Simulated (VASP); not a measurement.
Wanted: the native input for a VASP 6.6.1 run.

* Task: single point
* Functional: PBE
* Potentials or basis: VASP PAW PBE potentials, release 64 (B, C)
* Cutoff: 520 eV
* k mesh: 3 × 3 × 6
* Occupations: gaussian, width 0.1 eV
* Spin: no spin polarisation
* Dipole correction: no
* Further INCAR settings: ALGO = Normal; EDIFF = 1e-06; NBANDS = 28

The structure of B3C2 lies in POSCAR:

```
B3C2
1.0
    5.9106623200      0.0000000000      0.0000000000
   -2.9553311600      5.1187837200      0.0000000000
    0.0000000000      0.0000000000      3.6483294700
B C
6 4
Direct
    0.6949472400      0.6158427000      0.2500000000
    0.6158427000      0.9208954600      0.7500000000
    0.9208954600      0.3050527600      0.2500000000
    0.0791045400      0.6949472400      0.7500000000
    0.3050527600      0.3841573000      0.7500000000
    0.3841573000      0.0791045400      0.2500000000
    0.6666666700      0.3333333300      0.7500000000
    0.3333333300      0.6666666700      0.2500000000
    0.0000000000      0.0000000000      0.5000000000
    0.0000000000      0.0000000000      0.0000000000
```

The cell was built from a structure type or drawn by symmetry, and may not be a known phase.

The input as run:

INCAR

```
ALGO = Normal
EDIFF = 1E-6
ENCUT = 520
GGA = PE
ISIF = 2
ISMEAR = 0
LASPH = T
LCHARG = F
LREAL = F
LWAVE = F
NBANDS = 28
NELM = 60
PREC = Accurate
SIGMA = 0.1
```

KPOINTS

```
k-points
0
Gamma
  3 3 6
```

Potentials or basis: VASP PAW PBE potentials, release 64 (B, C).

Command:

```bash
$ cat potpaw_PBE.64/B/POTCAR potpaw_PBE.64/C/POTCAR > POTCAR
$ mpirun -np 1 vasp_std > vasp.out
```

It gave:

* Pressure: -38.2 GPa
* Largest force: 0.715 eV/Å
* Band gap on the k mesh: zero (bands 17 and 18 overlap by 1.38 eV)

Caveat: the k points lie up to 0.41 Å⁻¹ apart, too coarse for converged energies and pressures of a metal.

Run time: 18 s on 1 thread of Intel(R) Xeon(R) 6975P-C (Granite Rapids) (shared host), peak memory 0.23 GiB.
